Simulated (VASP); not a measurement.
# Hf2O (Pnnm) in VASP: further runs, part 2 of 2

VASP 6.6.1. Earlier steps stand in the parts before.

**3. Relaxation of cell and atoms, PBE**

The input, INCAR:

```
PREC = Accurate
ENCUT = 600
EDIFF = 1E-6
ISMEAR = 0
SIGMA = 0.1
LREAL = False
LASPH = True
NELM = 100
ALGO = Fast
ISIF = 3
LWAVE = False
LCHARG = False
GGA = PE
IBRION = 2
NSW = 100
EDIFFG = -0.01
```

The input, KPOINTS:

```
regular mesh
0
Gamma
  8 8 12
```

The input, POSCAR:

```
Hf2O
1.0
    5.1033093858      0.0000000000      0.0000000000
    0.0000000000      5.7348061905      0.0000000000
    0.0000000000      0.0000000000      3.1815291275
Hf O
4 2
Direct
    0.2364015422      0.3397197347      0.0000000000
    0.7635984578      0.6602802653      0.0000000000
    0.7364015422      0.1602802653      0.5000000000
    0.2635984578      0.8397197347      0.5000000000
    0.0000000000      0.0000000000      0.0000000000
    0.5000000000      0.5000000000      0.5000000000
```

Potentials or basis: VASP PAW PBE potentials, release 64 (Hf_pv, O).

Started as:

```bash
cat potpaw_PBE.64/Hf_pv/POTCAR potpaw_PBE.64/O/POTCAR > POTCAR
mpirun -np 1 vasp_std > vasp.out
```

OUTCAR:

```text
PREC = Accurate
   ENCUT = 600
   EDIFF = 1E-6
   ISMEAR = 0
   LREAL = False
   LASPH = True
   NELM = 100
   ISIF = 3
   GGA = PE
   IBRION = 2
   NSW = 100
   EDIFFG = -0.01

 ion  position               nearest neighbor table
   1  0.236  0.340  0.000-   6 2.28   6 2.28   5 2.29   2 3.03   3 3.18   3 3.18   3 3.18   3 3.18
                             2 3.26   4 3.28   4 3.28   4 3.28   4 3.28
   2  0.764  0.660  0.000-   6 2.28   6 2.28   5 2.29   1 3.03   4 3.18   4 3.18   4 3.18   4 3.18
                             1 3.26   3 3.28   3 3.28   3 3.28   3 3.28
   3  0.736  0.160  0.500-   5 2.28   5 2.28   6 2.29   4 3.03   1 3.18   1 3.18   1 3.18   1 3.18
                             4 3.26   2 3.28   2 3.28   2 3.28   2 3.28
   4  0.264  0.840  0.500-   5 2.28   5 2.28   6 2.29   3 3.03   2 3.18   2 3.18   2 3.18   2 3.18
                             3 3.26   1 3.28   1 3.28   1 3.28   1 3.28
   5  0.000  0.000  0.000-   3 2.28   4 2.28   3 2.28   4 2.28   1 2.29   2 2.29
   6  0.500  0.500  0.500-   1 2.28   2 2.28   1 2.28   2 2.28   3 2.29   4 2.29

  LATTYP: Found a simple orthorhombic cell.
 ALAT       =     3.1815291275
 B/A-ratio  =     1.6040429559
 C/A-ratio  =     1.8025314120

  Lattice vectors:

 A1 = (   0.0000000000,   0.0000000000,   3.1815291275)
 A2 = (   5.1033093858,   0.0000000000,   0.0000000000)
 A3 = (   0.0000000000,   5.7348061905,   0.0000000000)

Analysis of symmetry for initial positions (statically):
=====================================================================
 Subroutine PRICEL returns:
 Original cell was already a primitive cell.

 Routine SETGRP: Setting up the symmetry group for a
 simple orthorhombic supercell.

 Subroutine GETGRP returns: Found  8 space group operations
 (whereof  4 operations were pure point group operations)
 out of a pool of  8 trial point group operations.

The static configuration has the point symmetry C_2h.
 The point group associated with its full space group is D_2h.

[... 143 lines left out ...]
  Fermi-wavevector in a.u.,A,eV,Ry     =   1.348157  2.547647 24.728955  1.817527
  Thomas-Fermi vector in A             =   2.475849
   LORBIT       =      0    0 simple, 1 ext, 2 COOP (PROOUT), +10 PAW based schemes
   GGA     = PE    functional components
   LHFCALC =     F    Hartree Fock is set to
   AEXX    =    0.0000 exact exchange contribution
   IVDW    =     0    specifies the selected vdW correction
   LEPSILON=     F    determine dielectric tensor
   LRPA    =     F    only Hartree local field effects (RPA)
 conjugate gradient relaxation of ions
 non-spin polarized calculation
 RMM-DIIS sequential band-by-band and
 Gauss-broadening in eV      SIGMA  =   0.10
  energy-cutoff  :      600.00
  volume of cell :       93.11
 maximum number of plane-waves:      3136
 NGX is ok and might be reduce to    42
   NGX = 21   NGY = 23   NGZ = 13

--------------------------------------- Ionic step        1  -------------------------------------------

 number of electron      51.9999999 magnetization

 Free energy of the ion-electron system (eV)
  ---------------------------------------------------
  ext. energy  EPLUGINS =         0.00000000
  ---------------------------------------------------
  free energy    TOTEN  =       -60.17705200 eV

  energy without entropy =      -60.16747162  energy(sigma->0) =      -60.17226181

------------------------ aborting loop because EDIFF is reached ----------------------------------------

  FORCE on cell =-STRESS in cart. coord.  units (eV):
  Direction    XX          YY          ZZ          XY          YZ          ZX
  --------------------------------------------------------------------------------------
  -------------------------------------------------------------------------------------
  Total       -0.8831422     -0.9608977     -0.8833539      0.0000000      0.0000000      0.0000000
  in kB      -15.1961879    -16.5341244    -15.1998312      0.0000000      0.0000000      0.0000000
  external PRESSURE =     -15.6433811 kB  Pullay stress =       0.0000000 kB
[... 307 lines left out ...]
--------------------------------------- Ionic step        9  -------------------------------------------

 number of electron      52.0000000 magnetization

 Free energy of the ion-electron system (eV)
  ---------------------------------------------------
  ext. energy  EPLUGINS =         0.00000000
  ---------------------------------------------------
  free energy    TOTEN  =       -60.18173107 eV

  energy without entropy =      -60.17251238  energy(sigma->0) =      -60.17712172

 E-fermi :   6.2107     XC(G=0): -11.9475

 val. band max:        6.2071406001   @ k =   0.3750   0.0000   0.0833
 cond. band min:       6.2276568017   @ k =   0.1250   0.0000   0.1667
 fundamental gap:      0.0205162016
 Fermi energy:         6.2107304366

 k-point     1 :       0.0000    0.0000    0.0000
  band No.  band energies     occupation
      1     -25.4050      2.00000
      2     -24.8772      2.00000
      3     -24.8663      2.00000
      4     -24.8434      2.00000
      5     -24.6328      2.00000
      6     -24.5718      2.00000
[... 805 lines left out ...]
     30       8.2215      0.00000
     31       8.2363      0.00000

 [... further k-points ...]
[... 5 lines left out ...]
  --------------------------------------------------------------------------------------
  -------------------------------------------------------------------------------------
  Total       -0.0065518     -0.0587572      0.0089579      0.0000000      0.0000000      0.0000000
  in kB       -0.1137346     -1.0199883      0.1555027      0.0000000      0.0000000      0.0000000
  external PRESSURE =      -0.3260734 kB  Pullay stress =       0.0000000 kB
[... 21 lines left out ...]
  FREE ENERGIE OF THE ION-ELECTRON SYSTEM (eV)
  ---------------------------------------------------
  free  energy   TOTEN  =       -60.1817310654 eV

  energy  without entropy=      -60.1725123758  energy(sigma->0) =      -60.17712172

 reached required accuracy - stopping structural energy minimisation
```

CONTCAR:

```text
Hf2O
   1.00000000000000
     5.0884881910775643   -0.0000000000000000    0.0000000000000000
     0.0000000000000000    5.7200290966636871    0.0000000000000000
     0.0000000000000000    0.0000000000000000    3.1709512021712274
  Hf              O
     4     2
Direct
     0.2366646861541094    0.3406727555573594    0.0000000000000000
     0.7633353138458906    0.6593272444426406    0.0000000000000000
     0.7366646861541094    0.1593272444426406    0.5000000000000000
     0.2633353138458905    0.8406727555573594    0.5000000000000000
     0.0000000000000000    0.0000000000000000    0.0000000000000000
     0.5000000000000000    0.5000000000000000    0.5000000000000000

  0.00000000E+00  0.00000000E+00  0.00000000E+00
  0.00000000E+00  0.00000000E+00  0.00000000E+00
  0.00000000E+00  0.00000000E+00  0.00000000E+00
  0.00000000E+00  0.00000000E+00  0.00000000E+00
  0.00000000E+00  0.00000000E+00  0.00000000E+00
  0.00000000E+00  0.00000000E+00  0.00000000E+00
```

It took 45 min on 1 thread of Oxide Virtual Turin-like, shared host; peak memory 0.57 GiB.

What came out:

```yaml
Free_energy: -60.1817 eV
Relaxed_volume: 15.38 Å³/atom
Relaxed_cell: a = 5.088 Å, b = 5.720 Å, c = 3.171 Å, α = 90.00°, β = 90.00°, γ = 90.00°
Space_group_after_relaxing_to_0.1_Å: Pnnm (No. 58)
Energy_gained_by_relaxing: 0.8 meV/atom
Ionic_steps: 9
Pressure_after_relaxing: 0.0 GPa
Largest_force_after_relaxing: 0.003 eV/Å
Band_gap_on_the_k_mesh: zero (bands 26 and 27 overlap by 0.78 eV)
```

Forces in eV/Å, atoms in the order of the input:
```
Hf  -0.003  0.000  0.000
Hf   0.003  0.000  0.000
Hf  -0.003  0.000  0.000
Hf   0.003  0.000  0.000
O    0.000  0.000  0.000
O    0.000  0.000  0.000
```

The path:
```
step  energy change (eV)  largest force (eV/Å)  pressure (GPa)  volume (Å³)
   1              0.0000                0.0469           -1.56        93.11
   2              0.0038                0.0314            2.23        91.09
   3             -0.0044                0.0349            0.06        92.26
   4             -0.0044                0.0351           -0.03        92.28
   5             -0.0046                0.0209           -0.03        92.28
   6             -0.0046                0.0058           -0.04        92.28
   7             -0.0047                0.0029            0.06        92.23
   8             -0.0047                0.0032            0.07        92.22
   9             -0.0047                0.0031           -0.03        92.29
```

Final structure:
```
Hf O
1.0
     5.08849    0.00000    0.00000
     0.00000    5.72003    0.00000
     0.00000    0.00000    3.17095
Hf O
4 2
Direct
  0.23666 0.34067 0.00000
  0.76334 0.65933 0.00000
  0.73666 0.15933 0.50000
  0.26334 0.84067 0.50000
  0.00000 0.00000 0.00000
  0.50000 0.50000 0.50000
```

Caveat: spin-orbit coupling is left out, which moves the levels of the heavy elements.

The gap in the log of VASP goes by the Fermi energy; the results here count the filled bands.